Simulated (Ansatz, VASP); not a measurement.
## Pt: VASP beside Ansatz

```
CELL_PARAMETERS angstrom
0.00000 1.86108 2.05698
1.86108 0.00000 2.05698
1.86108 1.86108 0.00000
ATOMIC_POSITIONS crystal
Pt 0.00000 0.00000 0.00000
```

Change from the starting cell: strain -0.050 along x and y, +0.050 along z, atoms carried along.

Alike in both runs: task single point; functional PBEsol; k mesh 26 × 26 × 26; occupations gaussian, width 0.15 eV; no spin polarisation.

|  | VASP | Ansatz |
| --- | --- | --- |
| version | VASP 6.6.1 | Ansatz 0.2.0 |
| potentials or method | VASP PAW PBE potentials, release 64 (Pt), cutoff 520 eV | scalar-relativistic, plane waves, PAW |
| valence electrons in the cell | 10 | 18 |

```csv
,VASP,Ansatz,Ansatz less VASP
gap on the k mesh at the Fermi level (eV),none,none,-
pressure (GPa),19.2,19.6,+0.35
"traceless stress, the component that is largest in VASP (GPa)",-11.21,-11.25,-0.033
```

VASP's potentials were made for PBE, not for PBEsol. A gap of «none» marks a metal or a gap that the smearing closes. With one functional, cell and mesh, what is left measures potentials, basis and numerics. VASP's potentials hold 10 valence electrons a cell and Ansatz's 18, so a difference there can come from the potentials and not from the codes.

Neither program's run includes spin-orbit coupling.
